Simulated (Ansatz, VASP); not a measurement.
# Au3C in VASP and in Ansatz

INCAR

```
PREC = Accurate
ENCUT = 520
EDIFF = 1E-6
ISMEAR = 0
SIGMA = 0.1
LREAL = False
LASPH = True
NELM = 80
ALGO = Normal
ISIF = 2
LWAVE = False
LCHARG = False
LDIPOL = True
IDIPOL = 3
DIPOL = 0.5 0.5 0.340
GGA = PE
NBANDS = 26
```

Contents of KPOINTS:

```
regular mesh
0
Gamma
  9 9 1
```

Contents of POSCAR:

```
Au3C
1.0
    2.9402049748      0.0000000000      0.0000000000
   -1.4701024874      2.5462922005      0.0000000000
    0.0000000000      0.0000000000     21.8974947720
Au C
3 1
Direct
    0.6666666667      0.3333333333      0.1826692981
    0.3333333333      0.6666666667      0.2945190844
    0.0000000000      0.0000000000      0.4063247812
    0.5555555556     -0.5555555556      0.4771091342
```

Input for Ansatz:

```yaml
crystal:
  lattice:
    - [2.9402049748, 0.0, 0.0]
    - [-1.4701024874, 2.5462922005, 0.0]
    - [0.0, 0.0, 21.897494772]
  atoms:
    - { symbol: Au, position: [0.6666666667, 0.3333333333, 0.1826692981] }
    - { symbol: Au, position: [0.3333333333, 0.6666666667, 0.2945190844] }
    - { symbol: Au, position: [0.0, 0.0, 0.4063247812] }
    - { symbol: C, position: [0.5555555556, -0.5555555556, 0.4771091342] }
basis:
  ecutwfc: 420
kpoints:
  mp_grid: { grid: [9, 9, 1] }
hamiltonian:
  xc: pbe
scf:
  occupations: { method: gaussian, width: 0.1 }
output:
  forces: true
  eigenvalues: true
efield:
  axis: 3
  dipole_correction: true
  ramp_width: 0.04
```

Alike in both runs: task single point; functional PBE; k mesh 9 × 9 × 1; occupations gaussian, width 0.1 eV; no spin polarisation.

```csv
,VASP,Ansatz
version,VASP 6.6.1,Ansatz 0.2.0
potentials or method,"VASP PAW PBE potentials, release 64 (Au, C), cutoff 520 eV","scalar-relativistic, plane waves, PAW"
valence electrons in the cell,37,61
```

VASP gave:

| Quantity | Value |
| --- | --- |
| gap on the k mesh at the Fermi level (eV) | none |
| rms of the force components (eV/Å) | 0.358 |

Question: Which values does Ansatz return?

Answer: gap on the k mesh at the Fermi level (eV): none; rms of the force components (eV/Å): 0.364.

Atom by atom the forces differ by 0.007 eV/Å (rms over components). A gap of «none» marks a metal or a gap that the smearing closes. The functional is the same, so the differences come from potentials, cutoffs and numerics. VASP's potentials hold 37 valence electrons a cell and Ansatz's 61, so a difference there can come from the potentials and not from the codes.

Spin-orbit coupling is off throughout.
